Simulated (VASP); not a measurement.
# Al (C2/c) in VASP: single point with PBEsol

Aim: the single point of Al with PBEsol.

Program: VASP 6.6.1. These are calculated values, not measurements. Logs are shortened: lines on timing, memory, paths and dates and some standing lists are left out, and cuts for length are marked.

## Step 1: The cell of the first run

It takes space group C2/c (No. 15, monoclinic). Conventional cell: a = 2.837 Å, b = 4.913 Å, c = 9.324 Å, α = 90.00°, β = 92.15°, γ = 90.00°. Al (site symmetry -1) has 12 Al at 2.80 to 2.89 Å within 3.7 Å. Within 3.7 Å of Al (site symmetry 2) lie 12 Al at 2.80 to 2.89 Å.

## Step 2: Single point, PBEsol (strain +0.0375 x Voigt [0, 0, 0, 0, 1, 0])

File INCAR:

```
SYSTEM = Al
  PREC = Accurate
  ENCUT = 520
  EDIFF = 1E-6
  ISMEAR = 0
  SIGMA = 0.15
  LREAL = .False.
  LASPH = .True.
  NELM = 100
  ALGO = Fast
  ISIF = 2
  LWAVE = .False.
  LCHARG = .False.
  GGA = PS
  NBANDS = 14
```

File KPOINTS:

```
Automatic mesh
0
Gamma
  18 18 6
  0 0 0
```

File POSCAR:

```
Al
1.0
    2.8362844918      0.0000000000      0.0531803342
   -1.4181422459      2.4562944222     -0.0265901671
    0.1747903023      0.0000000000      9.3221494563
Al
4
Direct
    0.0000000000      0.0000000000      0.0000000000
    0.3333333333      0.6666666667      0.2500000000
    0.0000000000      0.0000000000      0.5000000000
    0.6666666667      0.3333333333      0.7500000000
```

Potentials or basis: VASP PAW PBE potentials, release 64 (Al).

The run is started by

```
cat potpaw_PBE.64/Al/POTCAR > POTCAR
mpirun -np 1 vasp_std > vasp.out
```

OUTCAR:

```text
SYSTEM = Al
   PREC = Accurate
   ENCUT = 520
   EDIFF = 1E-6
   ISMEAR = 0
   LREAL = .False.
   LASPH = .True.
   NELM = 100
   ISIF = 2
   GGA = PS

 ion  position               nearest neighbor table
   1  0.000  0.000  0.000-   4 2.80   2 2.80   4 2.85   2 2.85   2 2.89   4 2.89
   2  0.333  0.667  0.250-   3 2.80   1 2.80   1 2.85   3 2.85   1 2.89   3 2.89
   3  0.000  0.000  0.500-   2 2.80   4 2.80   2 2.85   4 2.85   4 2.89   2 2.89
   4  0.667  0.333  0.750-   3 2.80   1 2.80   1 2.85   3 2.85   1 2.89   3 2.89

  LATTYP: Found a base centered monoclinic cell.
 ALAT       =     2.8367830136
 B/A-ratio  =     1.7317464257
 C/A-ratio  =     3.2867469689
 COS(beta)  =    -0.0374868210

  Lattice vectors:

 A1 = (  -1.4181422459,   2.4562944222,  -0.0265901671)
 A2 = (  -1.4181422459,  -2.4562944222,  -0.0265901671)
 A3 = (   0.1747903023,   0.0000000000,   9.3221494563)

Analysis of symmetry for initial positions (statically):
=====================================================================
 Subroutine PRICEL returns:
 Original cell was already a primitive cell.

 Routine SETGRP: Setting up the symmetry group for a
 base centered monoclinic supercell.

 Subroutine GETGRP returns: Found  4 space group operations
 (whereof  2 operations were pure point group operations)
 out of a pool of  4 trial point group operations.

The static configuration has the point symmetry S_2 .
 The point group associated with its full space group is C_2h.

Analysis of symmetry for dynamics (positions and initial velocities):
=====================================================================
 Subroutine PRICEL returns:
 Original cell was already a primitive cell.

 Routine SETGRP: Setting up the symmetry group for a
 base centered monoclinic supercell.

 Subroutine GETGRP returns: Found  4 space group operations
 (whereof  2 operations were pure point group operations)
 out of a pool of  4 trial point group operations.

The dynamic configuration has the point symmetry S_2 .
 The point group associated with its full space group is C_2h.

 Subroutine INISYM returns: Found  4 space group operations
 (whereof  2 operations are pure point group operations),
 and found     1 'primitive' translations

----------------------------------------------------------------------------------------

                                     Primitive cell

  volume of cell :      64.9223

  direct lattice vectors                    reciprocal lattice vectors
     2.836284492  0.000000000  0.053180334     0.352697936  0.203558660 -0.006613086
    -1.418142246  2.456294422 -0.026590167     0.000000000  0.407117319  0.000000000
     0.174790302  0.000000000  9.322149456    -0.002012046  0.000000000  0.107309123

  length of vectors
     2.836783014  2.836409130  9.323787971     0.407278400  0.407117319  0.107327985

  position of ions in fractional coordinates (direct lattice)
     0.000000000  0.000000000  0.000000000
     0.333333333  0.666666667  0.250000000
     0.000000000  0.000000000  0.500000000
     0.666666667  0.333333333  0.750000000

  ion indices of the primitive-cell ions
   primitive index   ion index
                 1           1
                 2           2
                 3           3
                 4           4

----------------------------------------------------------------------------------------

 KPOINTS: Automatic mesh

Automatic generation of k-mesh.
 Grid dimensions read from file:
 generate k-points for:   18   18    6

 Generating k-lattice:

  Cartesian coordinates                     Fractional coordinates (reciprocal lattice)
     0.019594330  0.011308814 -0.000367394     0.055555556  0.000000000  0.000000000
     0.000000000  0.022617629  0.000000000     0.000000000  0.055555556  0.000000000
    -0.000335341  0.000000000  0.017884854    -0.000000000  0.000000000  0.166666667

  Length of vectors
     0.022626578  0.022617629  0.017887997

  Shift w.r.t. Gamma in fractional coordinates (k-lattice)
     0.000000000  0.000000000  0.000000000

 Subroutine IBZKPT returns following result:
 ===========================================

 Found    524 irreducible k-points:

 Following reciprocal coordinates:
            Coordinates               Weight
  0.000000  0.000000  0.000000      1.000000
  0.055556  0.000000  0.000000      4.000000
  0.111111  0.000000  0.000000      4.000000
  0.166667  0.000000 -0.000000      4.000000
  0.222222  0.000000  0.000000      4.000000
  0.277778  0.000000  0.000000      4.000000
[... 16 lines left out ...]
 -0.333333  0.055556  0.000000      4.000000
 -0.277778  0.055556 -0.000000      4.000000
 [... further k-points ...]
   k-points           NKPTS =    524   k-points in BZ     NKDIM =    524   number of bands    NBANDS=     14
   number of dos      NEDOS =    301   number of ions     NIONS =      4
   total plane-waves  NPLWV =  40320
   dimension x,y,z NGX =    24 NGY =   24 NGZ =   70
   dimension x,y,z NGXF=    48 NGYF=   48 NGZF=  140
   ions per type =               4
   NGX,Y,Z   is equivalent  to a cutoff of  14.06, 14.07, 12.48 a.u.
   NGXF,Y,Z  is equivalent  to a cutoff of  28.13, 28.13, 24.96 a.u.
 SYSTEM =  Al
   PREC   = accura    normal or accurate (medium, high low for compatibility)
   ISTART =      0    job   : 0-new  1-cont  2-samecut
   ICHARG =      2    charge: 1-file 2-atom 10-const
   ISPIN  =      1    spin polarized calculation?
   LNONCOLLINEAR =      F non collinear calculations
   LSORBIT =      F    spin-orbit coupling
   LASPH  =      T    aspherical Exc in radial PAW
   ENCUT  =  520.0 eV  38.22 Ry    6.18 a.u.   5.27  5.27 17.34*2*pi/ulx,y,z
   NELM   =    100;   NELMIN=  2; NELMDL= -5     # of ELM steps
   EDIFF  = 0.1E-05   stopping-criterion for ELM
   LREAL  =      F    real-space projection
   EDIFFG = 0.1E-04   stopping-criterion for IOM
   NSW    =      0    number of steps for IOM
   IBRION =     -1    ionic relax: 0-MD 1-quasi-New 2-CG
   NFREE  =      0    steps in history (QN), initial steepest desc. (CG)
   ISIF   =      2    stress and relaxation
   ISYM   =      2    0-nonsym 1-usesym 2-fastsym
   POTIM  = 0.5000    time-step for ionic-motion
   TEBEG  =    0.0;   TEEND  =   0.0 temperature during run
   PSTRESS=    0.0 pullay stress
   NELECT =      12.0000    total number of electrons
   NUPDOWN=      -1.0000    fix difference up-down
   EMIN   =  10.00;   EMAX   =-10.00  energy-range for DOS
   EFERMI =   0.00;   METHOD = LEGACY
   ISMEAR =     0;   SIGMA  =   0.15  broadening in eV -4-tet -1-fermi 0-gaus
   EFERMI_NEDOS =   21; number of points for ismear=-14 and -15
   IALGO  =     68    algorithm
   IMIX   =      4    mixing-type and parameters
     AMIX     =   0.40;   BMIX     =  1.00
     AMIX_MAG =   1.60;   BMIX_MAG =  1.00
  volume/ion in A,a.u.               =      16.23       109.53
  Fermi-wavevector in a.u.,A,eV,Ry     =   0.932547  1.762258 11.832223  0.869644
  Thomas-Fermi vector in A             =   2.059156
   LORBIT       =      0    0 simple, 1 ext, 2 COOP (PROOUT), +10 PAW based schemes
   GGA     = PS    functional components
   LHFCALC =     F    Hartree Fock is set to
   AEXX    =    0.0000 exact exchange contribution
   IVDW    =     0    specifies the selected vdW correction
   LEPSILON=     F    determine dielectric tensor
   LRPA    =     F    only Hartree local field effects (RPA)
 non-spin polarized calculation
 RMM-DIIS sequential band-by-band and
 Gauss-broadening in eV      SIGMA  =   0.15
  energy-cutoff  :      520.00
  volume of cell :       64.92
 maximum number of plane-waves:      1768
 NGX is ok and might be reduce to    24
   NGX = 11   NGY = 11   NGZ = 35

 number of electron      12.0000000 magnetization

 Free energy of the ion-electron system (eV)
  ---------------------------------------------------
  ext. energy  EPLUGINS =         0.00000000
  ---------------------------------------------------
  free energy    TOTEN  =       -16.31869269 eV

  energy without entropy =      -16.30095652  energy(sigma->0) =      -16.30982461

 E-fermi :   8.1043     XC(G=0): -10.3174

 val. band max:        8.1027463853   @ k =  -0.2222  -0.3889   0.3333
 cond. band min:       8.1055815707   @ k =   0.3333   0.1667   0.1667
 fundamental gap:      0.0028351854
 Fermi energy:         8.1042593089

 k-point     1 :       0.0000    0.0000    0.0000
  band No.  band energies     occupation
      1      -3.1232      2.00000
      2      -1.4312      2.00000
      3      -1.4263      2.00000
      4       3.4315      2.00000
      5       3.6519      2.00000
      6      11.4765      0.00000
      7      11.4868      0.00000
      8      18.9938      0.00000
      9      19.0069      0.00000
     10      19.1587      0.00000
     11      19.1714      0.00000
     12      20.0155      0.00000
     13      20.0414      0.00000
     14      20.2408      0.00000

 k-point     2 :       0.0556    0.0000    0.0000
  band No.  band energies     occupation
      1      -3.0475      2.00000
      2      -1.3770      2.00000
      3      -1.3308      2.00000
      4       3.4933      2.00000
      5       3.7342      2.00000
      6      11.4835      0.00000
      7      11.6035      0.00000
      8      17.3760      0.00000
      9      17.9810      0.00000
     10      18.4676      0.00000
     11      19.0320      0.00000
     12      19.2139      0.00000
     13      19.2948      0.00000
     14      19.5040      0.00000

 k-point     3 :       0.1111    0.0000    0.0000
  band No.  band energies     occupation
      1      -2.8205      2.00000
      2      -1.1756      2.00000
      3      -1.0838      2.00000
      4       3.6827      2.00000
      5       3.9759      2.00000
      6      11.6053      0.00000
      7      11.8382      0.00000
      8      15.3260      0.00000
      9      16.4340      0.00000
     10      17.0064      0.00000
     11      17.0431      0.00000
     12      18.2938      0.00000
     13      18.5186      0.00000
     14      18.5684      0.00000

 k-point     4 :       0.1667    0.0000   -0.0000
  band No.  band energies     occupation
      1      -2.4431      2.00000
      2      -0.8254      2.00000
      3      -0.6884      2.00000
      4       4.0061      2.00000
      5       4.3679      2.00000
      6      11.7959      0.00000
      7      12.1084      0.00000
      8      13.3920      0.00000
      9      14.4409      0.00000
     10      15.0150      0.00000
     11      16.1753      0.00000
     12      17.4802      0.00000
     13      17.5444      0.00000
     14      17.7172      0.00000

 k-point     5 :       0.2222    0.0000    0.0000
  band No.  band energies     occupation
      1      -1.9164      2.00000
      2      -0.3276      2.00000
      3      -0.1459      2.00000
      4       4.4664      2.00000
      5       4.9006      2.00000
      6      11.0116      0.00000
      7      11.9758      0.00000
      8      12.5385      0.00000
      9      12.9065      0.00000
     10      13.3207      0.00000
     11      15.4661      0.00000
[... 276 lines left out ...]
 k-point    22 :      -0.3889    0.0556    0.0000
  band No.  band energies     occupation
      1       0.0961      2.00000
      2       1.5931      2.00000
      3       1.9040      2.00000
      4       6.1008      2.00000
      5       6.4311      2.00000
      6       7.2643      2.00000
      7       8.0877      1.12386
      8       8.5978      0.00000
      9      12.3160      0.00000
     10      12.8227      0.00000
     11      13.4865      0.00000
     12      13.9307      0.00000
     13      14.3810      0.00000
     14      14.8948      0.00000

 k-point    23 :      -0.3333    0.0556    0.0000
  band No.  band energies     occupation
      1      -0.7945      2.00000
      2       0.7360      2.00000
      3       1.0055      2.00000
      4       5.4409      2.00000
      5       5.9850      2.00000
      6       8.4560      0.00091
      7       9.6894      0.00000
      8      10.2276      0.00000
      9      12.9961      0.00000
     10      13.3380      0.00000
     11      13.8695      0.00000
     12      14.3517      0.00000
     13      14.6698      0.00000
     14      15.3973      0.00000

 k-point    24 :      -0.2778    0.0556   -0.0000
  band No.  band energies     occupation
      1      -1.5413      2.00000
      2       0.0205      2.00000
      3       0.2469      2.00000
      4       4.7826      2.00000
      5       5.2860      2.00000
      6      10.1874      0.00000
      7      11.3792      0.00000
      8      11.9596      0.00000
      9      12.7299      0.00000
     10      13.2599      0.00000
     11      14.0721      0.00000
     12      15.2827      0.00000
     13      15.5639      0.00000
     14      16.1748      0.00000

 [... further k-points ...]

------------------------ aborting loop because EDIFF is reached ----------------------------------------

  FORCE on cell =-STRESS in cart. coord.  units (eV):
  Direction    XX          YY          ZZ          XY          YZ          ZX
  --------------------------------------------------------------------------------------
  -------------------------------------------------------------------------------------
  Total        0.0507769      0.0617899      0.1018959      0.0000000      0.0000000     -0.4077244
  in kB        1.2530924      1.5248765      2.5146283      0.0000000      0.0000000    -10.0619867
  external PRESSURE =       1.7641991 kB  Pullay stress =       0.0000000 kB

 VOLUME and BASIS-vectors are now :
 -----------------------------------------------------------------------------
  energy-cutoff  :      520.00
  volume of cell :       64.92
      direct lattice vectors                 reciprocal lattice vectors
     2.836284492  0.000000000  0.053180334     0.352697936  0.203558660 -0.006613086
    -1.418142246  2.456294422 -0.026590167     0.000000000  0.407117319  0.000000000
     0.174790302  0.000000000  9.322149456    -0.002012046  0.000000000  0.107309123

 POSITION                                       TOTAL-FORCE (eV/Angst)
 -----------------------------------------------------------------------------------
      0.00000      0.00000      0.00000         0.000000      0.000000      0.000000
      0.04370      1.63753      2.33054        -0.000000     -0.007145      0.000000
      0.08740      0.00000      4.66107         0.000000      0.000000      0.000000
      1.54923      0.81876      7.01820         0.000000      0.007145     -0.000000
 -----------------------------------------------------------------------------------
    total drift:                               -0.000000      0.000000      0.000000

  FREE ENERGIE OF THE ION-ELECTRON SYSTEM (eV)
  ---------------------------------------------------
  free  energy   TOTEN  =       -16.3186926934 eV

  energy  without entropy=      -16.3009565194  energy(sigma->0) =      -16.30982461
```

It took 9.1 min on 1 thread of AMD EPYC 7R43 (Zen 3), shared host; peak memory 0.41 GiB.

What came out:

| Item | Value |
| --- | --- |
| Free energy | -16.3187 eV |
| Pressure | 0.2 GPa |
| Largest force | 0.007 eV/Å |
| Band gap on the k mesh | zero (bands 6 and 7 overlap by 5.35 eV) |

Forces on the atoms (eV/Å):
```
Al   0.000  0.000  0.000
Al   0.000 -0.007  0.000
Al   0.000  0.000  0.000
Al   0.000  0.007  0.000
```

Stress tensor (GPa, compression positive):
```
 0.13  0.00 -1.01
 0.00  0.15  0.00
-1.01  0.00  0.25
```

Levels at points of the mesh, in eV from the Fermi level:
```tsv
k point	band 2	band 3	band 4	band 5	band 6	band 7	band 8	band 9	band 10	band 11
(0.00, 0.00, 0.00)	-9.54	-9.53	-4.67	-4.45	3.37	3.38	10.89	10.90	11.05	11.07
(0.50, 0.00, 0.00)	-5.19	-4.06	-3.74	-3.52	-3.03	0.61	1.04	1.54	1.88	5.76
(0.00, 0.50, 0.00)	-5.19	-3.93	-3.87	-3.32	-3.24	0.83	1.28	1.31	1.64	5.78
(0.00, 0.00, 0.50)	-10.80	-7.44	-7.44	-0.94	-0.94	8.24	8.24	11.13	11.13	11.25
(0.50, 0.00, 0.50)	-4.93	-4.75	-4.70	-2.14	-1.57	-1.50	-0.88	4.08	4.36	5.07
(0.00, 0.50, 0.50)	-4.88	-4.80	-4.80	-1.85	-1.85	-1.20	-1.20	4.57	4.57	4.72
```

Caveat: the cell differs from its parent crystal (strain +0.0375 x Voigt [0, 0, 0, 0, 1, 0]); the PAW data sets were made with another functional, which shifts forces and pressure a little.
